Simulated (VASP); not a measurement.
# MgGaC4N4 (P-43m) in VASP: notebook

MgGaC4N4 is run at these levels: PBE; tasks: single point.

Everything below comes from runs of VASP 6.6.1. Logs are shortened: lines on timing, memory, paths and dates and some standing lists are left out, and cuts for length are marked.

### Step 1. The cell of the first run

Symmetry: P-43m, No. 215, cubic system. Conventional cell: a = 6.033 Å, b = 6.033 Å, c = 6.033 Å, α = 90.00°, β = 90.00°, γ = 90.00°. Within 2.9 Å of Mg (site symmetry -43m) lie 4 C at 2.16 Å. Ga (site symmetry -43m) has 4 N at 1.89 Å within 2.5 Å. Within 1.6 Å of C (site symmetry 3m) lie 1 N at 1.18 Å. Within 1.6 Å of N (site symmetry 3m) lie 1 C at 1.18 Å.

### Step 2. Single point, PBE

INCAR

```
PREC = Accurate
ENCUT = 750
EDIFF = 1E-6
ISMEAR = 0
SIGMA = 0.1
LREAL = F
LASPH = T
NELM = 120
ALGO = Normal
ISIF = 2
LWAVE = F
LCHARG = F
GGA = PE
NBANDS = 40
GGA_COMPAT = F
```

KPOINTS

```
Automatic mesh
0
Gamma
  4 4 4
```

POSCAR

```
MgGaC4N4
1.0
    6.0330575200      0.0000000000      0.0000000000
    0.0000000000      6.0330575200      0.0000000000
    0.0000000000      0.0000000000      6.0330575200
Mg Ga C N
1 1 4 4
Direct
    0.0000000000      0.0000000000      0.0000000000
    0.5000000000      0.5000000000      0.5000000000
    0.2068536058      0.2068536058      0.2068536058
    0.2068536058      0.7931463942      0.7931463942
    0.7931463942      0.2068536058      0.7931463942
    0.7931463942      0.7931463942      0.2068536058
    0.3195619084      0.3195619084      0.3195619084
    0.3195619084      0.6804380916      0.6804380916
    0.6804380916      0.3195619084      0.6804380916
    0.6804380916      0.6804380916      0.3195619084
```

Potentials or basis: VASP PAW PBE potentials, release 64 (Mg_sv, Ga_d, C, N).

Command:

```bash
$ cat potpaw_PBE.64/Mg_sv/POTCAR potpaw_PBE.64/Ga_d/POTCAR potpaw_PBE.64/C/POTCAR potpaw_PBE.64/N/POTCAR > POTCAR
$ mpirun -np 1 vasp_std > vasp.out
```

OUTCAR:

```text
PREC = Accurate
   ENCUT = 750
   EDIFF = 1E-6
   ISMEAR = 0
   LREAL = F
   LASPH = T
   NELM = 120
   ISIF = 2
   GGA = PE

 ion  position               nearest neighbor table
   1  0.000  0.000  0.000-   3 2.16   4 2.16   5 2.16   6 2.16
   2  0.500  0.500  0.500-   7 1.89   8 1.89   9 1.89  10 1.89
   3  0.207  0.207  0.207-   7 1.18   1 2.16
   4  0.207  0.793  0.793-   8 1.18   1 2.16
   5  0.793  0.207  0.793-   9 1.18   1 2.16
   6  0.793  0.793  0.207-  10 1.18   1 2.16
   7  0.320  0.320  0.320-   3 1.18   2 1.89
   8  0.320  0.680  0.680-   4 1.18   2 1.89
   9  0.680  0.320  0.680-   5 1.18   2 1.89
  10  0.680  0.680  0.320-   6 1.18   2 1.89

  LATTYP: Found a simple cubic cell.
 ALAT       =     6.0330575200

  Lattice vectors:

 A1 = (   6.0330575200,   0.0000000000,   0.0000000000)
 A2 = (   0.0000000000,   6.0330575200,   0.0000000000)
 A3 = (   0.0000000000,   0.0000000000,   6.0330575200)

Analysis of symmetry for initial positions (statically):
=====================================================================
 Subroutine PRICEL returns:
 Original cell was already a primitive cell.

 Routine SETGRP: Setting up the symmetry group for a
 simple cubic supercell.

 Subroutine GETGRP returns: Found 24 space group operations
 (whereof 24 operations were pure point group operations)
 out of a pool of 48 trial point group operations.

The static configuration has the point symmetry T_d .

Analysis of symmetry for dynamics (positions and initial velocities):
=====================================================================
 Subroutine PRICEL returns:
 Original cell was already a primitive cell.

 Routine SETGRP: Setting up the symmetry group for a
 simple cubic supercell.

 Subroutine GETGRP returns: Found 24 space group operations
 (whereof 24 operations were pure point group operations)
 out of a pool of 48 trial point group operations.

The dynamic configuration has the point symmetry T_d .

 Subroutine INISYM returns: Found 24 space group operations
 (whereof 24 operations are pure point group operations),
 and found     1 'primitive' translations

----------------------------------------------------------------------------------------

                                     Primitive cell

[... 97 lines left out ...]
   ISIF   =      2    stress and relaxation
   ISYM   =      2    0-nonsym 1-usesym 2-fastsym
   POTIM  = 0.5000    time-step for ionic-motion
   TEBEG  =    0.0;   TEEND  =   0.0 temperature during run
   PSTRESS=    0.0 pullay stress
   NELECT =      59.0000    total number of electrons
   NUPDOWN=      -1.0000    fix difference up-down
   EMIN   =  10.00;   EMAX   =-10.00  energy-range for DOS
   EFERMI =   0.00;   METHOD = LEGACY
   ISMEAR =     0;   SIGMA  =   0.10  broadening in eV -4-tet -1-fermi 0-gaus
   EFERMI_NEDOS =   21; number of points for ismear=-14 and -15
   IALGO  =     38    algorithm
   IMIX   =      4    mixing-type and parameters
     AMIX     =   0.40;   BMIX     =  1.00
     AMIX_MAG =   1.60;   BMIX_MAG =  1.00
  volume/ion in A,a.u.               =      21.96       148.19
  Fermi-wavevector in a.u.,A,eV,Ry     =   1.056383  1.996274 15.183352  1.115945
  Thomas-Fermi vector in A             =   2.191617
   LORBIT       =      0    0 simple, 1 ext, 2 COOP (PROOUT), +10 PAW based schemes
   GGA     = PE    functional components
   LHFCALC =     F    Hartree Fock is set to
   AEXX    =    0.0000 exact exchange contribution
   IVDW    =     0    specifies the selected vdW correction
   LEPSILON=     F    determine dielectric tensor
   LRPA    =     F    only Hartree local field effects (RPA)
 non-spin polarized calculation
 Gauss-broadening in eV      SIGMA  =   0.10
  energy-cutoff  :      750.00
  volume of cell :      219.59
 maximum number of plane-waves:     10274
 NGX is ok and might be reduce to    54
   NGX = 27   NGY = 27   NGZ = 27

 number of electron      59.0000024 magnetization

 Free energy of the ion-electron system (eV)
  ---------------------------------------------------
  ext. energy  EPLUGINS =         0.00000000
  ---------------------------------------------------
  free energy    TOTEN  =       -71.11834757 eV

  energy without entropy =      -71.06978278  energy(sigma->0) =      -71.09406518

 E-fermi :   1.7861     XC(G=0):  -6.8401

 val. band max:        1.7318172259   @ k =   0.2500   0.2500   0.0000
 cond. band min:       1.7864193817   @ k =   0.2500   0.0000   0.0000
 fundamental gap:      0.0546021558
 Fermi energy:         1.7860567905

 k-point     1 :       0.0000    0.0000    0.0000
  band No.  band energies     occupation
      1     -75.1868      2.00000
      2     -41.9492      2.00000
      3     -41.9492      2.00000
      4     -41.9492      2.00000
      5     -19.1603      2.00000
      6     -19.0030      2.00000
[... 419 lines left out ...]
     39       5.4336      0.00000
     40       5.4336      0.00000

------------------------ aborting loop because EDIFF is reached ----------------------------------------

  FORCE on cell =-STRESS in cart. coord.  units (eV):
  Direction    XX          YY          ZZ          XY          YZ          ZX
  --------------------------------------------------------------------------------------
  -------------------------------------------------------------------------------------
  Total        0.5488457      0.5488457      0.5488457      0.0000000      0.0000000     -0.0000000
  in kB        4.0045015      4.0045015      4.0045015      0.0000000      0.0000000     -0.0000000
  external PRESSURE =       4.0045015 kB  Pullay stress =       0.0000000 kB

 VOLUME and BASIS-vectors are now :
 -----------------------------------------------------------------------------
  energy-cutoff  :      750.00
  volume of cell :      219.59
      direct lattice vectors                 reciprocal lattice vectors
     6.033057520  0.000000000  0.000000000     0.165753434  0.000000000  0.000000000
     0.000000000  6.033057520  0.000000000     0.000000000  0.165753434  0.000000000
     0.000000000  0.000000000  6.033057520     0.000000000  0.000000000  0.165753434

 POSITION                                       TOTAL-FORCE (eV/Angst)
 -----------------------------------------------------------------------------------
      0.00000      0.00000      0.00000         0.000000     -0.000000     -0.000000
      3.01653      3.01653      3.01653        -0.000000      0.000000     -0.000000
      1.24796      1.24796      1.24796        -0.178907     -0.178907     -0.178907
      1.24796      4.78510      4.78510        -0.178907      0.178907      0.178907
      4.78510      1.24796      4.78510         0.178907     -0.178907      0.178907
      4.78510      4.78510      1.24796         0.178907      0.178907     -0.178907
      1.92794      1.92794      1.92794         0.217946      0.217946      0.217946
      1.92794      4.10512      4.10512         0.217946     -0.217946     -0.217946
      4.10512      1.92794      4.10512        -0.217946      0.217946     -0.217946
      4.10512      4.10512      1.92794        -0.217946     -0.217946      0.217946
 -----------------------------------------------------------------------------------
    total drift:                               -0.000000     -0.000000     -0.000000

  FREE ENERGIE OF THE ION-ELECTRON SYSTEM (eV)
  ---------------------------------------------------
  free  energy   TOTEN  =       -71.1183475722 eV

  energy  without entropy=      -71.0697827796  energy(sigma->0) =      -71.09406518
```

Run time: 3.6 min. Hardware: 1 thread of Intel Xeon Platinum 8259CL at 2.50GHz (Skylake/Cascade Lake), shared host; peak memory 0.49 GiB.

Results:

| Quantity | Value |
| --- | --- |
| Free energy | -71.1183 eV |
| Pressure | 0.4 GPa |
| Largest force | 0.377 eV/Å |
| Band gap on the k mesh | zero (an odd number of electrons rules out a gap without spin polarisation) |

Forces in eV/Å, atoms in the order of the input:
```
Mg   0.000  0.000  0.000
Ga   0.000  0.000  0.000
C   -0.179 -0.179 -0.179
C   -0.179  0.179  0.179
C    0.179 -0.179  0.179
C    0.179  0.179 -0.179
N    0.218  0.218  0.218
N    0.218 -0.218 -0.218
N   -0.218  0.218 -0.218
N   -0.218 -0.218  0.218
```

### Step 3. Single point, PBE

This run uses another cell than the first one, of 22.07 Å³/atom.

INCAR

```
PREC = Accurate
ENCUT = 750
EDIFF = 1E-6
ISMEAR = 0
SIGMA = 0.1
LREAL = False
LASPH = True
NELM = 120
ALGO = Normal
ISIF = 2
LWAVE = False
LCHARG = False
GGA = PE
NBANDS = 40
GGA_COMPAT = False
```

KPOINTS

```
regular mesh
0
Gamma
  6 6 6
```

POSCAR

```
MgGaC4N4
1.0
    6.0435384907      0.0000000000      0.0000000000
    0.0000000000      6.0435384907      0.0000000000
    0.0000000000      0.0000000000      6.0435384907
Mg Ga C N
1 1 4 4
Direct
    0.0000000000      0.0000000000      0.0000000000
    0.5000000000      0.5000000000      0.5000000000
    0.2071970223      0.2071970223      0.2071970223
    0.2071970223      0.7928029777      0.7928029777
    0.7928029777      0.2071970223      0.7928029777
    0.7928029777      0.7928029777      0.2071970223
    0.3197594639      0.3197594639      0.3197594639
    0.3197594639      0.6802405361      0.6802405361
    0.6802405361      0.3197594639      0.6802405361
    0.6802405361      0.6802405361      0.3197594639
```

Potentials or basis: VASP PAW PBE potentials, release 64 (Mg_sv, Ga_d, C, N).

Command:

```bash
$ cat potpaw_PBE.64/Mg_sv/POTCAR potpaw_PBE.64/Ga_d/POTCAR potpaw_PBE.64/C/POTCAR potpaw_PBE.64/N/POTCAR > POTCAR
$ mpirun -np 1 vasp_std > vasp.out
```

OUTCAR:

```text
PREC = Accurate
   ENCUT = 750
   EDIFF = 1E-6
   ISMEAR = 0
   LREAL = False
   LASPH = True
   NELM = 120
   ISIF = 2
   GGA = PE

 ion  position               nearest neighbor table
   1  0.000  0.000  0.000-   3 2.17   4 2.17   5 2.17   6 2.17
   2  0.500  0.500  0.500-   7 1.89   8 1.89   9 1.89  10 1.89
   3  0.207  0.207  0.207-   7 1.18   1 2.17
   4  0.207  0.793  0.793-   8 1.18   1 2.17
   5  0.793  0.207  0.793-   9 1.18   1 2.17
   6  0.793  0.793  0.207-  10 1.18   1 2.17
[... 1073 lines left out ...]
  Total        0.2367019      0.2367019      0.2367019      0.0000000      0.0000000      0.0000000
  in kB        1.7180608      1.7180608      1.7180608      0.0000000      0.0000000      0.0000000
  external PRESSURE =       1.7180608 kB  Pullay stress =       0.0000000 kB

 VOLUME and BASIS-vectors are now :
 -----------------------------------------------------------------------------
  energy-cutoff  :      750.00
  volume of cell :      220.74
      direct lattice vectors                 reciprocal lattice vectors
     6.043538491  0.000000000  0.000000000     0.165465977  0.000000000  0.000000000
     0.000000000  6.043538491  0.000000000     0.000000000  0.165465977  0.000000000
     0.000000000  0.000000000  6.043538491     0.000000000  0.000000000  0.165465977

 POSITION                                       TOTAL-FORCE (eV/Angst)
 -----------------------------------------------------------------------------------
      0.00000      0.00000      0.00000         0.000000      0.000000      0.000000
      3.02177      3.02177      3.02177         0.000000      0.000000      0.000000
      1.25220      1.25220      1.25220        -0.180268     -0.180268     -0.180268
      1.25220      4.79134      4.79134        -0.180268      0.180268      0.180268
      4.79134      1.25220      4.79134         0.180268     -0.180268      0.180268
      4.79134      4.79134      1.25220         0.180268      0.180268     -0.180268
      1.93248      1.93248      1.93248         0.200983      0.200983      0.200983
      1.93248      4.11106      4.11106         0.200983     -0.200983     -0.200983
      4.11106      1.93248      4.11106        -0.200983      0.200983     -0.200983
      4.11106      4.11106      1.93248        -0.200983     -0.200983      0.200983
 -----------------------------------------------------------------------------------
    total drift:                                0.000000      0.000000     -0.000000

  FREE ENERGIE OF THE ION-ELECTRON SYSTEM (eV)
  ---------------------------------------------------
  free  energy   TOTEN  =       -71.1211510182 eV

  energy  without entropy=      -71.0737754590  energy(sigma->0) =      -71.09746324
```

stdout:

```text
POSCAR found type information on POSCAR MgGaC N
 POSCAR found :  4 types and      10 ions
 scaLAPACK will be used
 LDA part: xc-table for (Slater+PW92), standard interpolation
 POSCAR, INCAR and KPOINTS ok, starting setup
 FFT: planning ... GRIDC
 FFT: planning ... GRID_SOFT
 FFT: planning ... GRID
 WAVECAR not read
 entering main loop
```

It took 4.1 min on 1 thread of AMD EPYC 7R13 (Zen 3), shared host; peak memory 0.56 GiB.

Results:

- Free energy: -71.1212 eV
- Pressure: 0.2 GPa
- Largest force: 0.348 eV/Å
- Band gap on the k mesh: zero (an odd number of electrons rules out a gap without spin polarisation)

Forces on the atoms (eV/Å):
```
Mg   0.000  0.000  0.000
Ga   0.000  0.000  0.000
C   -0.180 -0.180 -0.180
C   -0.180  0.180  0.180
C    0.180 -0.180  0.180
C    0.180  0.180 -0.180
N    0.201  0.201  0.201
N    0.201 -0.201 -0.201
N   -0.201  0.201 -0.201
N   -0.201 -0.201  0.201
```

Levels at points of the mesh, in eV from the Fermi level:
| k point | band 25 | band 26 | band 27 | band 28 | band 29 | band 30 | band 31 | band 32 | band 33 | band 34 |
| --- | --- | --- | --- | --- | --- | --- | --- | --- | --- | --- |
| (0.00, 0.00, 0.00) | -6.61 | -6.61 | -6.40 | -6.40 | -6.40 | -0.11 | -0.11 | -0.11 | 0.53 | 0.53 |
| (0.50, 0.00, 0.00) | -6.63 | -6.63 | -6.60 | -6.21 | -6.21 | 0.17 | 0.17 | 0.24 | 0.28 | 0.94 |
| (0.50, 0.50, 0.00) | -6.64 | -6.64 | -6.53 | -6.20 | -6.20 | 0.14 | 0.39 | 0.49 | 0.49 | 1.24 |
| (0.50, 0.50, 0.50) | -6.50 | -6.50 | -6.50 | -6.50 | -6.50 | 0.25 | 0.25 | 0.25 | 0.73 | 0.73 |
